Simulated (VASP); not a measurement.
# Al8SiN7 (a cell with a defect) in VASP: further runs

The runs below take Al8SiN7 (a cell with a defect) through single point, with PBEsol, LDA.

Program: VASP 6.6.1. These are calculated values, not measurements. Logs are shortened: lines on timing, memory, paths and dates and some standing lists are left out, and cuts for length are marked.

**1. The cell of the first run**

The cell holds a defect, 16 atoms: a = 6.191 Å, b = 6.191 Å, c = 6.191 Å, α = 60.00°, β = 60.00°, γ = 60.00°.

**2. Single point, PBEsol, collinear spin**

Contents of INCAR:

```
SYSTEM = Al8SiN7
PREC     = Accurate       ! precision mode
ENCUT    = 520            ! plane-wave cutoff, eV
EDIFF    = 1E-7           ! SCF threshold, eV
ISMEAR   = -1             ! smearing method
SIGMA    = 0.05           ! smearing width, eV
LREAL    = Auto         
LASPH    = .True.         ! aspherical terms in the spheres
NELM     = 150            ! most SCF steps
ALGO     = Normal         ! electronic algorithm
ISIF     = 2              ! what is computed and relaxed
LWAVE    = .False.        ! write WAVECAR
LCHARG   = .False.        ! write CHGCAR
ISPIN    = 2              ! spin polarisation
MAGMOM   = 0 0.2 0 0.2 0 0.2 0 0.2 0 0 0 0 0 0 0 0.2 ! initial moments
LORBIT   = 11             ! projections on sites
GGA      = PS             ! functional
NBANDS   = 50             ! bands
NELECT   = 57.0
```

Contents of KPOINTS:

```
Automatic mesh
0
Gamma
  2 2 2
  0.5 0.5 0.5
```

Contents of POSCAR:

```
Al8SiN7
1.0
    0.0000000000      4.3777220000      4.3777220000
    4.3777220000      0.0000000000      4.3777220000
    4.3777220000      4.3777220000      0.0000000000
Al N Si
8 7 1
Direct
    0.0439720000      0.0003730000      0.9967620000
    0.5063590000      0.4912140000      0.4788930000
    0.0188170000      0.0346130000      0.5012210000
    0.5468420000      0.4830090000      0.0074040000
    0.0001450000      0.5121020000      0.0136470000
    0.4890600000      0.0163910000      0.4963620000
    0.4606280000      0.0376300000      0.0068440000
    0.9953690000      0.4750560000      0.5126690000
    0.1475000000      0.1290070000      0.1075980000
    0.1621870000      0.1122170000      0.6235310000
    0.6372610000      0.6413970000      0.1120350000
    0.1059870000      0.6184010000      0.1485030000
    0.6055760000      0.1202740000      0.6369280000
    0.6156600000      0.1142200000      0.1437610000
    0.1404110000      0.5967950000      0.6386480000
    0.6224390000      0.6099070000      0.6138540000
```

Potentials or basis: VASP PAW PBE potentials, release 64 (Al, N, Si).

Command:

```bash
$ cat potpaw_PBE.64/Al/POTCAR potpaw_PBE.64/N/POTCAR potpaw_PBE.64/Si/POTCAR > POTCAR
$ mpirun -np 1 vasp_std > vasp.out
```

OUTCAR:

```text
SYSTEM = Al8SiN7
   PREC = Accurate
   ENCUT = 520
   EDIFF = 1E-7
   ISMEAR = -1
   LREAL = Auto
   LASPH = .True.
   NELM = 150
   ISIF = 2
   ISPIN = 2
   LORBIT = 11
   GGA = PS
   NELECT = 57.0

 ion  position               nearest neighbor table
   1  0.044  0.000  0.997-   9 1.74  10 1.89  12 1.96  14 2.17   7 2.74   6 2.94   8 2.99   4 3.03
                             3 3.05   5 3.09   5 3.11   3 3.16   4 3.16   8 3.24   6 3.27
   2  0.506  0.491  0.479-  15 1.86  11 1.87  16 1.87  13 1.88   4 2.83   6 2.94   5 2.98   3 3.03
                             7 3.06   8 3.09   8 3.11   7 3.17   3 3.22   5 3.23   6 3.25
   3  0.019  0.035  0.501-  10 1.75   9 2.00  13 2.11  15 2.22   8 2.69   6 2.84   7 2.91   5 2.99
                             2 3.03   1 3.05   1 3.16   5 3.21   2 3.22   7 3.30   6 3.35
   4  0.547  0.483  0.007-  11 1.80  14 1.89  16 2.02  12 2.23   2 2.83   5 2.92   8 2.93   6 2.97
                             1 3.03   7 3.06   1 3.16   7 3.20   6 3.25   5 3.28   8 3.28
   5  0.000  0.512  0.014-  12 1.76  11 1.84  15 1.91   9 1.95   7 2.90   4 2.92   8 2.97   2 2.98
                             3 2.99   1 3.09   1 3.11   3 3.21   2 3.23   8 3.24   4 3.28   7 3.30
   6  0.489  0.016  0.496-  10 1.66  14 1.79  13 1.83  16 2.06   3 2.84   1 2.94   2 2.94   8 2.95
                             4 2.97   7 3.06   7 3.14   8 3.25   4 3.25   2 3.25   1 3.27   3 3.35
   7  0.461  0.038  0.007-   9 1.59  14 1.88  13 1.88  11 2.02   1 2.74   5 2.90   3 2.91   2 3.06
                             6 3.06   4 3.06   6 3.14   2 3.17   4 3.20   5 3.30   3 3.30
   8  0.995  0.475  0.513-  12 1.84  10 1.85  16 1.89  15 1.99   3 2.69   4 2.93   6 2.95   5 2.97
                             1 2.99   2 3.09   2 3.11   5 3.24   1 3.24   6 3.25   4 3.28
   9  0.148  0.129  0.108-   7 1.59   1 1.74   5 1.95   3 2.00
  10  0.162  0.112  0.624-   6 1.66   3 1.75   8 1.85   1 1.89
  11  0.637  0.641  0.112-   4 1.80   5 1.84   2 1.87   7 2.02
  12  0.106  0.618  0.149-   5 1.76   8 1.84   1 1.96   4 2.23
  13  0.606  0.120  0.637-   6 1.83   7 1.88   2 1.88   3 2.11
  14  0.616  0.114  0.144-   6 1.79   7 1.88   4 1.89   1 2.17
  15  0.140  0.597  0.639-   2 1.86   5 1.91   8 1.99   3 2.22
  16  0.622  0.610  0.614-   2 1.87   8 1.89   4 2.02   6 2.06

  LATTYP: Found a face centered cubic cell.
 ALAT       =     8.7554440000

  Lattice vectors:

 A1 = (   0.0000000000,   4.3777220000,   4.3777220000)
 A2 = (   4.3777220000,   0.0000000000,   4.3777220000)
 A3 = (   4.3777220000,   4.3777220000,   0.0000000000)

Analysis of symmetry for initial positions (statically):
=====================================================================
 Subroutine PRICEL returns:
 Original cell was already a primitive cell.

 Routine SETGRP: Setting up the symmetry group for a
 face centered cubic supercell.

 Subroutine GETGRP returns: Found  1 space group operations
 (whereof  1 operations were pure point group operations)
 out of a pool of 48 trial point group operations.

The static configuration has the point symmetry C_1 .

Analysis of symmetry for dynamics (positions and initial velocities):
=====================================================================
 Subroutine PRICEL returns:
 Original cell was already a primitive cell.

 Routine SETGRP: Setting up the symmetry group for a
 face centered cubic supercell.

 Subroutine GETGRP returns: Found  1 space group operations
 (whereof  1 operations were pure point group operations)
 out of a pool of 48 trial point group operations.

The dynamic configuration has the point symmetry C_1 .

Analysis of structural, dynamic, and magnetic symmetry:
=====================================================================
 Subroutine PRICEL returns:
 Original cell was already a primitive cell.

 Routine SETGRP: Setting up the symmetry group for a
 face centered cubic supercell.

 Subroutine GETGRP returns: Found  1 space group operations
 (whereof  1 operations were pure point group operations)
 out of a pool of 48 trial point group operations.

The overall configuration has the point symmetry C_1 .

 Subroutine INISYM returns: Found  1 space group operations
 (whereof  1 operations are pure point group operations),
 and found     1 'primitive' translations

----------------------------------------------------------------------------------------

                                     Primitive cell

  volume of cell :     167.7933

  direct lattice vectors                    reciprocal lattice vectors
     0.000000000  4.377722000  4.377722000    -0.114214653  0.114214653  0.114214653
     4.377722000  0.000000000  4.377722000     0.114214653 -0.114214653  0.114214653
     4.377722000  4.377722000  0.000000000     0.114214653  0.114214653 -0.114214653

  length of vectors
     6.191033825  6.191033825  6.191033825     0.197825582  0.197825582  0.197825582

  position of ions in fractional coordinates (direct lattice)
     0.043972000  0.000373000  0.996762000
     0.506359000  0.491214000  0.478893000
     0.018817000  0.034613000  0.501221000
     0.546842000  0.483009000  0.007404000
[... 76 lines left out ...]
   k-points           NKPTS =     16   k-points in BZ     NKDIM =     16   number of bands    NBANDS=     50
   number of dos      NEDOS =    301   number of ions     NIONS =     16
   total plane-waves  NPLWV = 110592
   dimension x,y,z NGX =    48 NGY =   48 NGZ =   48
   dimension x,y,z NGXF=    96 NGYF=   96 NGZF=   96
   ions per type =               8   7   1
   NGX,Y,Z   is equivalent  to a cutoff of  12.89, 12.89, 12.89 a.u.
   NGXF,Y,Z  is equivalent  to a cutoff of  25.78, 25.78, 25.78 a.u.
 SYSTEM =  Al8SiN7
   PREC   = accura    normal or accurate (medium, high low for compatibility)
   ISTART =      0    job   : 0-new  1-cont  2-samecut
   ICHARG =      2    charge: 1-file 2-atom 10-const
   ISPIN  =      2    spin polarized calculation?
   LNONCOLLINEAR =      F non collinear calculations
   LSORBIT =      F    spin-orbit coupling
   LASPH  =      T    aspherical Exc in radial PAW
   ENCUT  =  520.0 eV  38.22 Ry    6.18 a.u.  11.51 11.51 11.51*2*pi/ulx,y,z
   NELM   =    150;   NELMIN=  2; NELMDL= -5     # of ELM steps
   EDIFF  = 0.1E-06   stopping-criterion for ELM
   LREAL  =      T    real-space projection
   EDIFFG = 0.1E-05   stopping-criterion for IOM
   NSW    =      0    number of steps for IOM
   IBRION =     -1    ionic relax: 0-MD 1-quasi-New 2-CG
   NFREE  =      0    steps in history (QN), initial steepest desc. (CG)
   ISIF   =      2    stress and relaxation
   ISYM   =      2    0-nonsym 1-usesym 2-fastsym
   POTIM  = 0.5000    time-step for ionic-motion
   TEBEG  =    0.0;   TEEND  =   0.0 temperature during run
   PSTRESS=    0.0 pullay stress
   NELECT =      57.0000    total number of electrons
   NUPDOWN=      -1.0000    fix difference up-down
   EMIN   =  10.00;   EMAX   =-10.00  energy-range for DOS
   EFERMI =   0.00;   METHOD = LEGACY
   ISMEAR =    -1;   SIGMA  =   0.05  broadening in eV -4-tet -1-fermi 0-gaus
   EFERMI_NEDOS =   21; number of points for ismear=-14 and -15
   IALGO  =     38    algorithm
   IMIX   =      4    mixing-type and parameters
     AMIX     =   0.40;   BMIX     =  1.00
     AMIX_MAG =   1.60;   BMIX_MAG =  1.00
  volume/ion in A,a.u.               =      10.49        70.77
  Fermi-wavevector in a.u.,A,eV,Ry     =   1.142286  2.158608 17.753124  1.304818
  Thomas-Fermi vector in A             =   2.278984
   LORBIT       =     11    0 simple, 1 ext, 2 COOP (PROOUT), +10 PAW based schemes
   GGA     = PS    functional components
   LHFCALC =     F    Hartree Fock is set to
   AEXX    =    0.0000 exact exchange contribution
   IVDW    =     0    specifies the selected vdW correction
   LEPSILON=     F    determine dielectric tensor
   LRPA    =     F    only Hartree local field effects (RPA)
 spin polarized calculation
  energy-cutoff  :      520.00
  volume of cell :      167.79
 maximum number of plane-waves:      4531
 NGX is ok and might be reduce to    48
   NGX = 23   NGY = 23   NGZ = 23

 number of electron      57.0000000 magnetization       0.0003745

 Free energy of the ion-electron system (eV)
  ---------------------------------------------------
  ext. energy  EPLUGINS =         0.00000000
  ---------------------------------------------------
  free energy    TOTEN  =      -144.09675602 eV

  energy without entropy =     -144.00129434  energy(sigma->0) =     -144.04902518

 E-fermi :   5.7231     XC(G=0): -10.7858

 val. band max:        5.7212890158   @ k =   0.5000   0.5000   0.2500
 cond. band min:       5.7401486628   @ k =   0.0000   0.2500   0.0000
 fundamental gap:      0.0188596470
 Fermi energy:         5.7231217219

 spin component 1

 k-point     1 :       0.2500    0.2500    0.2500
  band No.  band energies     occupation
      1      -8.4597      1.00000
      2      -7.3089      1.00000
      3      -6.7889      1.00000
      4      -6.6777      1.00000
      5      -6.5836      1.00000
      6      -6.3575      1.00000
[... 677 lines left out ...]
     39      13.7062      0.00000
     40      13.8865      0.00000
 Fermi energy:         5.7231217219

 spin component 2

 k-point     1 :       0.2500    0.2500    0.2500
  band No.  band energies     occupation
      1      -8.4597      1.00000
      2      -7.3088      1.00000
      3      -6.7890      1.00000
      4      -6.6775      1.00000
      5      -6.5838      1.00000
      6      -6.3571      1.00000
[... 677 lines left out ...]
     39      13.7064      0.00000
     40      13.8865      0.00000
 [bands above 40 left out]

------------------------ aborting loop because EDIFF is reached ----------------------------------------

  FORCE on cell =-STRESS in cart. coord.  units (eV):
  Direction    XX          YY          ZZ          XY          YZ          ZX
  --------------------------------------------------------------------------------------
  -------------------------------------------------------------------------------------
  Total      -24.9901592    -23.2433587    -30.6208272      6.7755006     18.7377181      0.1396533
  in kB     -238.6190284   -221.9396688   -292.3835730     64.6960008    178.9174706      1.3334823
  external PRESSURE =    -250.9807567 kB  Pullay stress =       0.0000000 kB

 VOLUME and BASIS-vectors are now :
 -----------------------------------------------------------------------------
  energy-cutoff  :      520.00
  volume of cell :      167.79
      direct lattice vectors                 reciprocal lattice vectors
     0.000000000  4.377722000  4.377722000    -0.114214653  0.114214653  0.114214653
     4.377722000  0.000000000  4.377722000     0.114214653 -0.114214653  0.114214653
     4.377722000  4.377722000  0.000000000     0.114214653  0.114214653 -0.114214653

 POSITION                                       TOTAL-FORCE (eV/Angst)
 -----------------------------------------------------------------------------------
      4.36518      4.55604      0.19413        -0.992175     -1.650626     -3.140222
      4.24686      4.31316      4.36710        -8.004863     -8.357747     -7.344566
      2.34573      2.27658      0.23390        -2.431222     -2.108870     -3.404374
      2.14689      2.42633      4.50840         4.951911      4.430866     -4.921294
      2.30158      0.06038      2.24247        -1.806868     -1.331537     -0.434617
      2.24469      4.31390      2.21272         2.362656     -0.959034      6.595210
[... 8 lines left out ...]
      5.40843      3.41050      3.22728         0.936979     -0.726752      0.189030
      5.35729      5.41215      5.39487         5.518273     -2.204072     -0.128369
 -----------------------------------------------------------------------------------
    total drift:                               -0.002981     -0.004367     -0.001789

  FREE ENERGIE OF THE ION-ELECTRON SYSTEM (eV)
  ---------------------------------------------------
  free  energy   TOTEN  =      -144.0967560213 eV

  energy  without entropy=     -144.0012943449  energy(sigma->0) =     -144.04902518

 total charge

# of ion       s       p       d       tot
------------------------------------------
    1        0.337   0.372   0.000   0.709
    2        0.426   0.475   0.000   0.901
    3        0.332   0.326   0.000   0.658
    4        0.401   0.391   0.000   0.791
    5        0.351   0.420   0.000   0.771
    6        0.421   0.515   0.000   0.936
[... 8 lines left out ...]
   15        1.265   2.283   0.000   3.548
   16        0.959   1.045   0.000   2.004
--------------------------------------------------
tot         12.814  21.501   0.000  34.315

 magnetization (x)

# of ion       s       p       d       tot
------------------------------------------
    1        0.000  -0.000   0.000  -0.000
    2       -0.000   0.000   0.000   0.000
    3       -0.000   0.000   0.000   0.000
    4        0.000  -0.000   0.000  -0.000
    5        0.000  -0.000   0.000  -0.000
    6       -0.000  -0.000   0.000  -0.000
[... 8 lines left out ...]
   15       -0.000  -0.000   0.000  -0.000
   16       -0.000  -0.000   0.000  -0.000
--------------------------------------------------
tot         -0.000   0.000   0.000   0.000
```

It took 30 min on 1 thread of Intel Xeon 8259CL, shared host; peak memory 0.5 GiB.

What came out:

```
Free energy                                           : -144.0968 eV
Largest force                                         : 13.707 eV/Å
Net moment                                            : 0.00 μB per cell
Valence electrons inside the program's atomic spheres : Al 0.71, 0.90, 0.66, 0.79, 0.77, 0.94, 0.85, 0.87; N 3.83, 3.86, 3.69, 3.63, 3.64, 3.55 (each value once); Si 2.00
```

Forces on the atoms (eV/Å):
```
Al  -0.992 -1.651 -3.140
Al  -8.005 -8.358 -7.345
Al  -2.431 -2.109 -3.404
Al   4.952  4.431 -4.921
Al  -1.807 -1.332 -0.435
Al   2.363 -0.959  6.595
Al  -5.542  6.219  4.952
Al  -5.706  8.971  8.616
N    6.877 -3.159 -4.348
N    3.603 -1.441 -3.310
N    1.322 -0.194  0.481
N    1.014  0.920  2.349
N   -0.240  1.863  1.972
N   -1.862 -0.272  1.877
N    0.937 -0.727  0.189
Si   5.518 -2.204 -0.128
```

Caveat: the k points lie up to 0.62 Å⁻¹ apart; the cell carries a net charge on a neutralising background, which shifts energy and pressure; the cell is charged against a uniform background, so pressure and absolute levels hang on convention; the PAW data sets were made with another functional, which shifts forces and pressure a little.

**3. Single point, LDA, collinear spin**

INCAR, as its differences from that of step 2:

```diff
@@ -16,4 +16,2 @@
 LORBIT   = 11             ! projections on sites
-GGA      = PS             ! functional
 NBANDS   = 50             ! bands
-NELECT   = 57.0
```

KPOINTS is that of step 2.

POSCAR is that of step 2.

Potentials or basis: VASP PAW LDA potentials, release 64 (Al, N, Si).

Command:

```bash
$ cat potpaw_LDA.64/Al/POTCAR potpaw_LDA.64/N/POTCAR potpaw_LDA.64/Si/POTCAR > POTCAR
$ mpirun -np 1 vasp_std > vasp.out
```

Wall time 18 min (1 thread of Intel Xeon 8259CL, shared host); peak memory 0.37 GiB.

It converged, with:

```
Free energy                                           : -110.8026 eV
Pressure                                              : 31.5 GPa
Largest force                                         : 10.678 eV/Å
Net moment                                            : 0.00 μB per cell
Valence electrons inside the program's atomic spheres : Al 0.81, 1.02, 0.78, 0.93, 0.87, 1.05, 0.94, 0.99; N 3.97, 3.98, 3.84, 3.78, 3.79, 3.72 (each value once); Si 2.39
```

Forces in eV/Å, atoms in the order of the input:
```
Al  -1.152 -1.786 -4.191
Al  -5.779 -6.139 -6.210
Al  -2.545 -1.720 -4.649
Al   3.250  2.293 -3.928
Al  -1.868 -1.790  0.339
Al   0.289  1.012  5.150
Al  -5.876  6.056  5.463
Al  -3.628  6.904  7.294
N    6.879 -2.582 -4.309
N    3.825 -1.974 -2.903
N    0.613 -0.277 -0.713
N    0.446  1.272  3.057
N   -0.629  1.286  2.229
N   -0.882 -0.354  2.627
N    1.311 -1.631  0.677
Si   5.747 -0.571  0.068
```

Stress tensor (GPa, compression positive):
```
32.22  2.07 -0.27
 2.07 36.26 14.24
-0.27 14.24 26.03
```

Levels at points of the mesh, in eV from the Fermi level:
Spin up:
```tsv
k point	band 28	band 29	band 30	band 31	band 32	band 33	band 34	band 35
(0.25, 0.25, 0.25)	-1.63	-1.14	-0.82	-0.17	0.39	1.48	2.17	2.86
```
Spin down:
```csv
k point,band 28,band 29,band 30,band 31,band 32,band 33,band 34,band 35
"(0.25, 0.25, 0.25)",-1.63,-1.14,-0.82,-0.17,0.39,1.48,2.17,2.86
```

Caveat: the k points lie up to 0.62 Å⁻¹ apart.
